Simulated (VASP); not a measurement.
# Si47Ge (a cell with a defect) (Silicon) in VASP: a series of runs, part 2 of 2

VASP 6.6.1.

### 3 Single point, PBE

Input file INCAR:

```
  PREC = Accurate
  ENCUT = 520
  EDIFF = 1E-7
  ISMEAR = -1
  SIGMA = 0.01
  LREAL = Auto
  LASPH = T
  NELM = 100
  ALGO = Normal
  ISIF = 2
  LWAVE = F
  LCHARG = T
  GGA = PE
  LELF = T
  LVHAR = T
  NBANDS = 131
```

Input file KPOINTS:

```
regular mesh
0
Gamma
  3 3 2
```

Input file POSCAR:

```
Si47Ge
1.0
   -3.3180000000      3.3180000000      9.9540000000
    6.6360000000     -6.6360000000      0.0000000000
    6.6360000000      6.6360000000     -6.6360000000
Ge Si
1 47
Direct
    0.1359217327      0.0677973724      0.1020654553
    0.1354273547      0.0675547184      0.6015274618
    0.4692150747      0.7346566076      0.1014752724
    0.4700113852      0.7349549600      0.6023920724
    0.8014683832      0.4008754540      0.1015284972
    0.8032254486      0.4015963261      0.6021381901
    0.1671757453      0.8286112409      0.1497644200
    0.1671461107      0.8334684048      0.6487724858
    0.5012468641      0.5012767318      0.1483693925
    0.5007220467      0.5001969392      0.6492259207
    0.8322908598      0.1669413973      0.1486799782
    0.8336105123      0.1665543210      0.6482810940
    0.2680867939      0.2369392390     -0.0019774862
    0.2657064237      0.2352045241      0.5010103463
    0.5989970064      0.9013425162     -0.0000393566
    0.5995770961      0.9008528414      0.5001517959
    0.9317170148      0.5657867680     -0.0001774517
    0.9323738902      0.5682761549      0.4999121709
    0.0980417971      0.2011223026      0.2526289053
    0.0984794932      0.1978617105      0.7491673028
    0.4330483799      0.8640345343      0.2505645079
    0.4325393292      0.8650829618      0.7502657805
    0.7661920929      0.5325183104      0.2502455939
    0.7657984899      0.5310103449      0.7504185529
    0.5320882729      0.2665880221      0.3991723030
    0.5306975224      0.2649152818      0.8979336002
    0.8644785952      0.9324705294      0.3980522156
    0.8583565745      0.9286256731      0.8936811288
    0.1983570290      0.5999241182      0.3990770980
    0.1976109393      0.5984400616      0.8986490461
    0.1669997451      0.8340601916      0.3526992607
    0.1664282290      0.8331469123      0.8519819262
    0.4993197508      0.4997379483      0.3508672919
    0.4992904486      0.4994293270      0.8519409480
    0.8323931400      0.1667198023      0.3521067535
    0.8324688214      0.1656935099      0.8510844527
    0.4016330107      0.0982045119      0.0000067856
    0.4009121658      0.0998471295      0.4995432072
    0.7339784116      0.7648997958     -0.0003451053
    0.7347303872      0.7648793691      0.4995399770
    0.0676771069      0.4304603363     -0.0000078896
    0.0678260713      0.4323450407      0.4998174103
    0.2348634000      0.4700970243      0.2501633304
    0.2342146095      0.4689184898      0.7494543926
    0.5670018442      0.1353483337      0.2500392933
    0.5677831044      0.1358666419      0.7492149194
    0.9018710152      0.8032329694      0.2495818952
    0.9010004795      0.8016322984      0.7493548568
```

Potentials or basis: VASP PAW PBE potentials, release 64 (Ge_d, Si).

Started as:

```bash
$ cat potpaw_PBE.64/Ge_d/POTCAR potpaw_PBE.64/Si/POTCAR > POTCAR
$ mpirun -np 1 vasp_std > vasp.out
```

OUTCAR:

```text
PREC = Accurate
   ENCUT = 520
   EDIFF = 1E-7
   ISMEAR = -1
   LREAL = Auto
   LASPH = T
   NELM = 100
   ISIF = 2
   GGA = PE

 ion  position               nearest neighbor table
   1  0.136  0.068  0.102-  28 2.39  13 2.43   7 2.43  19 2.44
   2  0.135  0.068  0.602-  27 2.34  14 2.38  20 2.38   8 2.39
   3  0.469  0.735  0.101-  30 2.34   9 2.38  15 2.38  21 2.39
   4  0.470  0.735  0.602-  29 2.34  16 2.39  10 2.39  22 2.39
   5  0.801  0.401  0.102-  26 2.34  11 2.38  17 2.38  23 2.39
   6  0.803  0.402  0.602-  25 2.34  18 2.39  12 2.39  24 2.39
[... 40 lines left out ...]
  47  0.902  0.803  0.250-  23 2.34  31 2.38  39 2.38  27 2.39
[... 1460 lines left out ...]
  Total        5.0154747      6.2618815      6.6641798      0.0997190      0.1677035      0.1939939
  in kB        9.1660503     11.4439260     12.1791478      0.1822418      0.3064872      0.3545343
  external PRESSURE =      10.9297081 kB  Pullay stress =       0.0000000 kB

 VOLUME and BASIS-vectors are now :
 -----------------------------------------------------------------------------
  energy-cutoff  :      520.00
  volume of cell :      876.68
      direct lattice vectors                 reciprocal lattice vectors
    -3.318000000  3.318000000  9.954000000     0.050231063  0.050231063  0.100462126
     6.636000000 -6.636000000  0.000000000     0.100462126 -0.050231063  0.050231063
     6.636000000  6.636000000 -6.636000000     0.075346594  0.075346594  0.000000000

 POSITION                                       TOTAL-FORCE (eV/Angst)
 -----------------------------------------------------------------------------------
      0.67622      0.67839      0.67566         0.004898      0.001989      0.004034
      3.99068      3.99279     -2.64369        -0.006617      0.010293     -0.003892
      3.99172     -2.64494      3.99718         0.001357     -0.009675     -0.005481
      7.31514      0.67981      0.68102        -0.005100      0.008081     -0.008194
      0.67468      0.67281      7.30407         0.002499     -0.004960     -0.009912
      3.99568      3.99590      3.99952        -0.002881      0.000056     -0.004909
[... 40 lines left out ...]
      3.99407     -0.68162      7.32100         0.001534      0.006941     -0.020124
      7.30283      2.64261      3.99584        -0.015515     -0.011383     -0.014281
 -----------------------------------------------------------------------------------
    total drift:                               -0.002127     -0.003873      0.003002

  FREE ENERGIE OF THE ION-ELECTRON SYSTEM (eV)
  ---------------------------------------------------
  free  energy   TOTEN  =      -251.8164824820 eV

  energy  without entropy=     -251.8140490228  energy(sigma->0) =     -251.81526575
```

Wall time 56 min (1 thread of Intel Xeon Platinum 8488C (Sapphire Rapids), shared host); peak memory 1.4 GiB.

What came out:

```yaml
Free_energy: -251.8165 eV
Pressure: 1.1 GPa
Largest_force: 0.034 eV/Å
Band_gap_on_the_k_mesh: 0.03 eV
```

Forces in eV/Å, atoms in the order of the input:
```
Ge   0.005  0.002  0.004
Si  -0.007  0.010 -0.004
Si   0.001 -0.010 -0.005
Si  -0.005  0.008 -0.008
Si   0.002 -0.005 -0.010
Si  -0.003  0.000 -0.005
Si   0.009  0.005 -0.004
Si   0.012  0.004 -0.011
Si   0.013  0.006  0.001
Si   0.015 -0.002 -0.011
Si   0.015  0.006 -0.021
Si   0.012 -0.011 -0.011
Si  -0.003  0.001  0.006
Si   0.013  0.013  0.004
Si  -0.016  0.001  0.006
Si  -0.006  0.015  0.005
Si  -0.022  0.007 -0.003
Si  -0.003  0.017 -0.002
Si   0.008  0.006  0.010
Si  -0.004 -0.018  0.019
Si   0.004  0.011  0.020
Si  -0.003 -0.012  0.013
Si   0.007  0.001  0.020
Si  -0.008 -0.008  0.012
Si   0.010  0.007  0.011
Si   0.000 -0.003  0.007
Si   0.003 -0.001 -0.003
Si  -0.011 -0.013 -0.007
Si   0.004  0.008  0.010
Si   0.000 -0.007  0.012
Si  -0.024  0.020  0.013
Si  -0.023  0.003  0.010
Si   0.001 -0.002  0.022
Si  -0.006 -0.004  0.004
Si  -0.009 -0.002  0.013
Si  -0.008 -0.023 -0.006
Si   0.011 -0.014  0.010
Si   0.017  0.007 -0.008
Si  -0.003 -0.011 -0.018
Si  -0.002 -0.006 -0.009
Si   0.013 -0.019  0.008
Si   0.001 -0.009 -0.008
Si   0.016  0.010 -0.018
Si   0.004  0.001 -0.016
Si  -0.011  0.014 -0.001
Si  -0.005  0.001 -0.015
Si   0.002  0.007 -0.020
Si  -0.016 -0.011 -0.014
```
